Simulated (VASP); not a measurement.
# CuO (C2/c) in VASP: notebook, part 2 of 3

VASP 6.6.1.

### Step 3. Single point, PBE, collinear spin, zero start

File INCAR:

```
SYSTEM = CuO
PREC = Accurate
ENCUT = 520
EDIFF = 1E-6
ISMEAR = -1
SIGMA = 0.05
LREAL = .FALSE.
LASPH = .TRUE.
NELM = 150
ALGO = Normal
ISIF = 2
LWAVE = .FALSE.
LCHARG = .TRUE.
ISPIN = 2
MAGMOM = 0 0 0 0 0 0 0 0
LORBIT = 11
LMAXMIX = 4
GGA = PE
LELF = .TRUE.
LVHAR = .TRUE.
NBANDS = 48
```

File KPOINTS:

```
regular mesh
0
G
  4 7 4
  0 0 0
```

File POSCAR:

```
CuO
1.0
    4.6791000000     -3.4805000000      0.0000000000
    2.3395500000      1.7402500000      0.0000000000
   -0.7652000000      0.0000000000      5.0607800000
Cu O
4 4
Direct
    0.0000000000      0.5000000000      0.0000000000
    0.5000000000      0.5000000000      0.0000000000
    0.2500000000      0.0000000000      0.5000000000
    0.7500000000      0.0000000000      0.5000000000
    0.2738500000      0.4523000000      0.2500000000
    0.7738500000      0.4523000000      0.2500000000
    0.2261500000      0.5477000000      0.7500000000
    0.7261500000      0.5477000000      0.7500000000
```

Potentials or basis: VASP PAW PBE potentials, release 64 (Cu, O).

The run is started by

```
$ cat potpaw_PBE.64/Cu/POTCAR potpaw_PBE.64/O/POTCAR > POTCAR
$ mpirun -np 1 vasp_std > vasp.out
```

OUTCAR:

```text
SYSTEM = CuO
   PREC = Accurate
   ENCUT = 520
   EDIFF = 1E-6
   ISMEAR = -1
   LREAL = .FALSE.
   LASPH = .TRUE.
   NELM = 150
   ISIF = 2
   ISPIN = 2
   LORBIT = 11
   GGA = PE

 ion  position               nearest neighbor table
   1  0.000  0.500  0.000-   5 1.91   8 1.91   7 1.99   6 1.99
   2  0.500  0.500  0.000-   6 1.91   7 1.91   5 1.99   8 1.99
   3  0.250  0.000  0.500-   7 1.91   5 1.91   7 1.99   5 1.99
   4  0.750  0.000  0.500-   8 1.91   6 1.91   8 1.99   6 1.99
   5  0.274  0.452  0.250-   3 1.91   1 1.91   2 1.99   3 1.99
   6  0.774  0.452  0.250-   4 1.91   2 1.91   1 1.99   4 1.99
   7  0.226  0.548  0.750-   3 1.91   2 1.91   1 1.99   3 1.99
   8  0.726  0.548  0.750-   4 1.91   1 1.91   2 1.99   4 1.99

  LATTYP: Found a triclinic cell.
 ALAT       =     5.5783996086
 B/A-ratio  =     2.1562182015
 C/A-ratio  =     0.5226970101
 COS(alpha) =     0.0008972560
 COS(beta)  =     0.4126348497
 COS(gamma) =     0.8080039080

  Lattice vectors:

 A1 = (  -1.5743500000,  -1.7402500000,  -5.0607800000)
 A2 = (   3.8699500000,  -5.2207500000, -10.1215600000)
 A3 = (  -2.3395500000,  -1.7402500000,   0.0000000000)

Analysis of symmetry for initial positions (statically):
=====================================================================
[... 2612 lines left out ...]
  energy-cutoff  :      520.00
  volume of cell :       82.42
      direct lattice vectors                 reciprocal lattice vectors
     4.679100000 -3.480500000  0.000000000     0.106858156 -0.143657520  0.016157166
     2.339550000  1.740250000  0.000000000     0.213716313  0.287315041  0.032314332
    -0.765200000  0.000000000  5.060780000     0.000000000  0.000000000  0.197597999

 POSITION                                       TOTAL-FORCE (eV/Angst)
 -----------------------------------------------------------------------------------
      1.16978      0.87013      0.00000         0.000000     -0.000000      0.000000
      3.50933     -0.87013      0.00000         0.000000     -0.000000     -0.000000
      0.78717     -0.87013      2.53039         0.000000     -0.000000      0.000000
      3.12672     -2.61038      2.53039         0.000000     -0.000000      0.000000
      2.14825     -0.16602      1.26520         0.001789     -0.222393     -0.003048
      4.48780     -1.90627      1.26520         0.001789     -0.222393     -0.003048
      1.76565      0.16602      3.79558        -0.001789      0.222393      0.003048
      4.10520     -1.57423      3.79558        -0.001789      0.222393      0.003048
 -----------------------------------------------------------------------------------
    total drift:                               -0.000000     -0.000000      0.000000

  FREE ENERGIE OF THE ION-ELECTRON SYSTEM (eV)
  ---------------------------------------------------
  free  energy   TOTEN  =       -39.1466210429 eV

  energy  without entropy=      -39.1150820310  energy(sigma->0) =      -39.13085154

 total charge

# of ion       s       p       d       tot
------------------------------------------
    1        0.392   0.399   9.139   9.930
    2        0.392   0.399   9.139   9.930
    3        0.391   0.399   9.139   9.930
    4        0.391   0.399   9.139   9.930
    5        1.578   3.389   0.000   4.967
    6        1.578   3.389   0.000   4.967
    7        1.578   3.389   0.000   4.967
    8        1.578   3.389   0.000   4.967
--------------------------------------------------
tot          7.877  15.154  36.556  59.587

 magnetization (x)

# of ion       s       p       d       tot
------------------------------------------
    1        0.000   0.000   0.000   0.000
    2        0.000   0.000   0.000   0.000
    3        0.000   0.000  -0.000  -0.000
    4        0.000   0.000  -0.000  -0.000
    5        0.000   0.000   0.000   0.000
    6        0.000   0.000   0.000   0.000
    7        0.000   0.000   0.000   0.000
    8        0.000   0.000   0.000   0.000
--------------------------------------------------
tot          0.000   0.000   0.000   0.000
```

stdout:

```text
POSCAR found type information on POSCAR CuO
 POSCAR found :  2 types and       8 ions
 scaLAPACK will be used
 LDA part: xc-table for (Slater+PW92), standard interpolation
 POSCAR, INCAR and KPOINTS ok, starting setup
 FFT: planning ... GRIDC
 FFT: planning ... GRID_SOFT
 FFT: planning ... GRID
 WAVECAR not read
 entering main loop
```

Run time: 7.1 min. Hardware: 1 thread of Intel Xeon Platinum 8259CL at 2.50GHz (Skylake/Cascade Lake), shared host; peak memory 0.44 GiB.

Results:

```yaml
Free_energy: -39.1466 eV
Pressure: 7.6 GPa
Largest_force: 0.222 eV/Å
Band_gap_on_the_k_mesh: zero (filled and empty bands overlap)
Net_moment: 0.00 μB per cell
Valence_electrons_inside_the_program's_atomic_spheres: Cu 9.93; O 4.97
```

Forces in eV/Å, atoms in the order of the input:
```
Cu   0.000  0.000  0.000
Cu   0.000  0.000  0.000
Cu   0.000  0.000  0.000
Cu   0.000  0.000  0.000
O    0.002 -0.222 -0.003
O    0.002 -0.222 -0.003
O   -0.002  0.222  0.003
O   -0.002  0.222  0.003
```

Levels at points of the mesh, in eV from the Fermi level:
Spin up:
```tsv
k point	band 32	band 33	band 34	band 35	band 36	band 37
(0.00, 0.00, 0.00)	-1.52	0.12	0.23	0.32	0.94	1.73
(0.50, 0.00, 0.00)	-1.70	-0.03	-0.03	0.61	0.61	3.50
(0.00, 0.00, 0.50)	-1.60	-0.12	0.20	0.20	0.68	3.86
(0.50, 0.00, 0.50)	-1.59	-0.92	-0.92	0.45	0.45	4.72
```
Spin down:
```csv
k point,band 32,band 33,band 34,band 35,band 36,band 37
"(0.00, 0.00, 0.00)",-1.52,0.12,0.23,0.32,0.94,1.73
"(0.50, 0.00, 0.00)",-1.70,-0.03,-0.03,0.61,0.61,3.50
"(0.00, 0.00, 0.50)",-1.60,-0.12,0.20,0.20,0.68,3.86
"(0.50, 0.00, 0.50)",-1.59,-0.92,-0.92,0.45,0.45,4.72
```

Caveat: the cell stands under pressure; semilocal functionals often make such compounds metallic where correlation or magnetic order opens a gap, which also shifts bond lengths.

### Step 4. Single point, PBE, collinear spin

File INCAR:

```
PREC = Accurate
ENCUT = 520
EDIFF = 1E-6
ISMEAR = -1
SIGMA = 0.05
LREAL = False
LASPH = True
NELM = 150
ALGO = Normal
ISIF = 2
LWAVE = False
LCHARG = True
ISPIN = 2
MAGMOM = 0.03 0.03 0.03 0.03 0 0 0 0
LORBIT = 11
LMAXMIX = 4
GGA = PE
LELF = True
LVHAR = True
NBANDS = 48
```

File KPOINTS:

```
Automatic mesh
0
Gamma
  4 7 4
```

POSCAR is that of step 3.

Potentials or basis: VASP PAW PBE potentials, release 64 (Cu, O).

The run is started by

```
$ cat potpaw_PBE.64/Cu/POTCAR potpaw_PBE.64/O/POTCAR > POTCAR
$ mpirun -np 1 vasp_std > vasp.out
```

OUTCAR:

```text
PREC = Accurate
   ENCUT = 520
   EDIFF = 1E-6
   ISMEAR = -1
   LREAL = False
   LASPH = True
   NELM = 150
   ISIF = 2
   ISPIN = 2
   LORBIT = 11
   GGA = PE

 ion  position               nearest neighbor table
   1  0.000  0.500  0.000-   5 1.91   8 1.91   7 1.99   6 1.99
   2  0.500  0.500  0.000-   6 1.91   7 1.91   5 1.99   8 1.99
   3  0.250  0.000  0.500-   7 1.91   5 1.91   7 1.99   5 1.99
   4  0.750  0.000  0.500-   8 1.91   6 1.91   8 1.99   6 1.99
   5  0.274  0.452  0.250-   3 1.91   1 1.91   2 1.99   3 1.99
   6  0.774  0.452  0.250-   4 1.91   2 1.91   1 1.99   4 1.99
   7  0.226  0.548  0.750-   3 1.91   2 1.91   1 1.99   3 1.99
   8  0.726  0.548  0.750-   4 1.91   1 1.91   2 1.99   4 1.99

  LATTYP: Found a triclinic cell.
 ALAT       =     5.5783996086
 B/A-ratio  =     2.1562182015
 C/A-ratio  =     0.5226970101
 COS(alpha) =     0.0008972560
 COS(beta)  =     0.4126348497
 COS(gamma) =     0.8080039080

  Lattice vectors:

 A1 = (  -1.5743500000,  -1.7402500000,  -5.0607800000)
 A2 = (   3.8699500000,  -5.2207500000, -10.1215600000)
 A3 = (  -2.3395500000,  -1.7402500000,   0.0000000000)

Analysis of symmetry for initial positions (statically):
=====================================================================
 Subroutine PRICEL returns following result:

  LATTYP: Found a base centered monoclinic cell.
 ALAT       =     4.6791000000
 B/A-ratio  =     0.7438396273
 C/A-ratio  =     1.0938648385
 COS(beta)  =    -0.1495026780
[... 12 lines left out ...]
 Subroutine GETGRP returns: Found  2 space group operations
 (whereof  2 operations were pure point group operations)
 out of a pool of  2 trial point group operations.

The static configuration has the point symmetry S_2 .

Analysis of symmetry for dynamics (positions and initial velocities):
=====================================================================
 Subroutine PRICEL returns following result:

  LATTYP: Found a base centered monoclinic cell.
 ALAT       =     4.6791000000
 B/A-ratio  =     0.7438396273
 C/A-ratio  =     1.0938648385
 COS(beta)  =    -0.1495026780
[... 12 lines left out ...]
 Subroutine GETGRP returns: Found  2 space group operations
 (whereof  2 operations were pure point group operations)
 out of a pool of  2 trial point group operations.

The dynamic configuration has the point symmetry S_2 .

Analysis of structural, dynamic, and magnetic symmetry:
=====================================================================
 Subroutine PRICEL returns following result:

  LATTYP: Found a base centered monoclinic cell.
 ALAT       =     4.6791000000
 B/A-ratio  =     0.7438396273
 C/A-ratio  =     1.0938648385
 COS(beta)  =    -0.1495026780
[... 12 lines left out ...]
 Subroutine GETGRP returns: Found  2 space group operations
 (whereof  2 operations were pure point group operations)
 out of a pool of  2 trial point group operations.

The overall configuration has the point symmetry S_2 .

 Subroutine INISYM returns: Found  2 space group operations
 (whereof  2 operations are pure point group operations),
 and found     2 'primitive' translations

----------------------------------------------------------------------------------------

                                     Primitive cell

  volume of cell :      41.2089

[... 104 lines left out ...]
   NUPDOWN=      -1.0000    fix difference up-down
   EMIN   =  10.00;   EMAX   =-10.00  energy-range for DOS
   EFERMI =   0.00;   METHOD = LEGACY
   ISMEAR =    -1;   SIGMA  =   0.05  broadening in eV -4-tet -1-fermi 0-gaus
   EFERMI_NEDOS =   21; number of points for ismear=-14 and -15
   IALGO  =     38    algorithm
   IMIX   =      4    mixing-type and parameters
     AMIX     =   0.40;   BMIX     =  1.00
     AMIX_MAG =   1.60;   BMIX_MAG =  1.00
  volume/ion in A,a.u.               =      10.30        69.52
  Fermi-wavevector in a.u.,A,eV,Ry     =   1.535456  2.901591 32.077430  2.357625
  Thomas-Fermi vector in A             =   2.642242
   LORBIT       =     11    0 simple, 1 ext, 2 COOP (PROOUT), +10 PAW based schemes
   GGA     = PE    functional components
   LHFCALC =     F    Hartree Fock is set to
   AEXX    =    0.0000 exact exchange contribution
   IVDW    =     0    specifies the selected vdW correction
   LEPSILON=     F    determine dielectric tensor
   LRPA    =     F    only Hartree local field effects (RPA)
 spin polarized calculation
  energy-cutoff  :      520.00
  volume of cell :       82.42
 maximum number of plane-waves:      2248
 NGX is ok and might be reduce to    48
   NGX = 21   NGY = 11   NGZ = 19

 number of electron      68.0000029 magnetization      -0.0011517

 number of electron      68.0000029 magnetization       0.0000525

 Free energy of the ion-electron system (eV)
  ---------------------------------------------------
  ext. energy  EPLUGINS =         0.00000000
  ---------------------------------------------------
  free energy    TOTEN  =       -39.14662107 eV

  energy without entropy =      -39.11508261  energy(sigma->0) =      -39.13085184

 E-fermi :   5.6119     XC(G=0): -11.7931

 val. band max:        5.6091906937   @ k =   0.5000   0.1429   0.0000
 cond. band min:       5.6126783683   @ k =   0.2500   0.2857   0.0000
 fundamental gap:      0.0034876746
 Fermi energy:         5.6118966508

 spin component 1

 k-point     1 :       0.0000    0.0000    0.0000
  band No.  band energies     occupation
      1     -14.4069      1.00000
      2     -13.6772      1.00000
      3     -13.0295      1.00000
      4     -12.8154      1.00000
      5      -2.6626      1.00000
      6      -1.7116      1.00000
[... 1165 lines left out ...]
     45      17.6226      0.00000
     46      18.6458      0.00000

 [... further k-points ...]

 spin component 2

 k-point     1 :       0.0000    0.0000    0.0000
  band No.  band energies     occupation
      1     -14.4069      1.00000
      2     -13.6772      1.00000
      3     -13.0295      1.00000
      4     -12.8154      1.00000
      5      -2.6626      1.00000
      6      -1.7116      1.00000
[... 1165 lines left out ...]
     45      17.6226      0.00000
     46      18.6458      0.00000

 [... further k-points ...]

 [bands above 46 left out]

------------------------ aborting loop because EDIFF is reached ----------------------------------------

  FORCE on cell =-STRESS in cart. coord.  units (eV):
  Direction    XX          YY          ZZ          XY          YZ          ZX
  --------------------------------------------------------------------------------------
  -------------------------------------------------------------------------------------
  Total        2.6918837      4.4191571      4.5678975      0.0084308      0.0026384      1.3125870
  in kB       52.3293643     85.9070095     88.7984746      0.1638928      0.0512901     25.5162749
  external PRESSURE =      75.6782828 kB  Pullay stress =       0.0000000 kB

 VOLUME and BASIS-vectors are now :
 -----------------------------------------------------------------------------
  energy-cutoff  :      520.00
  volume of cell :       82.42
      direct lattice vectors                 reciprocal lattice vectors
     4.679100000 -3.480500000  0.000000000     0.106858156 -0.143657520  0.016157166
     2.339550000  1.740250000  0.000000000     0.213716313  0.287315041  0.032314332
    -0.765200000  0.000000000  5.060780000     0.000000000  0.000000000  0.197597999

 POSITION                                       TOTAL-FORCE (eV/Angst)
 -----------------------------------------------------------------------------------
      1.16978      0.87013      0.00000        -0.000000     -0.000000      0.000000
      3.50933     -0.87013      0.00000        -0.000000     -0.000000      0.000000
      0.78717     -0.87013      2.53039        -0.000000     -0.000000      0.000000
      3.12672     -2.61038      2.53039        -0.000000     -0.000000      0.000000
      2.14825     -0.16602      1.26520         0.001815     -0.222422     -0.003012
      4.48780     -1.90627      1.26520         0.001815     -0.222422     -0.003012
      1.76565      0.16602      3.79558        -0.001815      0.222422      0.003012
      4.10520     -1.57423      3.79558        -0.001815      0.222422      0.003012
 -----------------------------------------------------------------------------------
    total drift:                               -0.000000     -0.000000      0.000000

  FREE ENERGIE OF THE ION-ELECTRON SYSTEM (eV)
  ---------------------------------------------------
  free  energy   TOTEN  =       -39.1466210683 eV

  energy  without entropy=      -39.1150826130  energy(sigma->0) =      -39.13085184

 total charge

# of ion       s       p       d       tot
------------------------------------------
    1        0.392   0.399   9.139   9.930
    2        0.392   0.399   9.139   9.930
    3        0.391   0.399   9.139   9.930
    4        0.391   0.399   9.139   9.930
    5        1.578   3.389   0.000   4.967
    6        1.578   3.389   0.000   4.967
    7        1.578   3.389   0.000   4.967
    8        1.578   3.389   0.000   4.967
--------------------------------------------------
tot          7.877  15.154  36.556  59.587

 magnetization (x)

# of ion       s       p       d       tot
------------------------------------------
    1       -0.000  -0.000   0.000   0.000
    2       -0.000  -0.000   0.000   0.000
    3       -0.000  -0.000  -0.000  -0.000
    4       -0.000  -0.000  -0.000  -0.000
    5       -0.000   0.000   0.000   0.000
    6       -0.000   0.000   0.000   0.000
    7       -0.000   0.000   0.000   0.000
    8       -0.000   0.000   0.000   0.000
--------------------------------------------------
tot         -0.000   0.000   0.000   0.000
```

It took 5.8 min on 1 thread of Intel Xeon Platinum 8488C (Sapphire Rapids), shared host; peak memory 0.44 GiB.

Results:

| Item | Value |
| --- | --- |
| Free energy | -39.1466 eV |
| Pressure | 7.6 GPa |
| Largest force | 0.222 eV/Å |
| Band gap on the k mesh | zero (filled and empty bands overlap) |
| Net moment | 0.00 μB per cell |
| Valence electrons inside the program's atomic spheres | Cu 9.93; O 4.97 |

Forces on the atoms (eV/Å):
```
Cu   0.000  0.000  0.000
Cu   0.000  0.000  0.000
Cu   0.000  0.000  0.000
Cu   0.000  0.000  0.000
O    0.002 -0.222 -0.003
O    0.002 -0.222 -0.003
O   -0.002  0.222  0.003
O   -0.002  0.222  0.003
```

Caveat: the cell stands under pressure; semilocal functionals often make such compounds metallic where correlation or magnetic order opens a gap, which also shifts bond lengths. With open d or f shells a metallic result of PBE can be an artefact of self-interaction; +U or a hybrid may open a gap.

[end of part 2 of 3]
